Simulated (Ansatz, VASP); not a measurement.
NaCl in VASP and in Ansatz

```
Cl Na
1.0
     0.00000    2.79406    2.79406
     2.79406    0.00000    2.79406
     2.79406    2.79406    0.00000
Cl Na
1 1
Direct
  0.50000 0.50000 0.50000
  0.00000 0.00000 0.00000
```

Alike in both runs: functional PBE0; k mesh 5 × 5 × 5; occupations fermi-dirac, width 0.05 eV; no spin polarisation.

```csv
,VASP,Ansatz
version,VASP 6.6.1,Ansatz 0.2.0
potentials or method,"VASP PAW PBE potentials, release 64 (Cl, Na_pv)",Ansatz PAW
plane-wave cutoff (eV),520,420
valence electrons in the cell,14,16
task,single point,projected density of states
```

```tsv
	VASP	Ansatz	Ansatz less VASP
gap on the k mesh at the Fermi level (eV)	7.33	7.32	-0.004
least direct gap on the mesh (eV)	7.33	7.32	-0.004
pressure (GPa)	0.9	0.9	0.00
```

VASP's potentials hold 14 valence electrons a cell and Ansatz's 16, so a difference there can come from the potentials and not from the codes.

Noted on Ansatz's run: odd divisions of the mesh miss points on the zone boundary, where band edges often lie, so the gap on the mesh can be too wide.
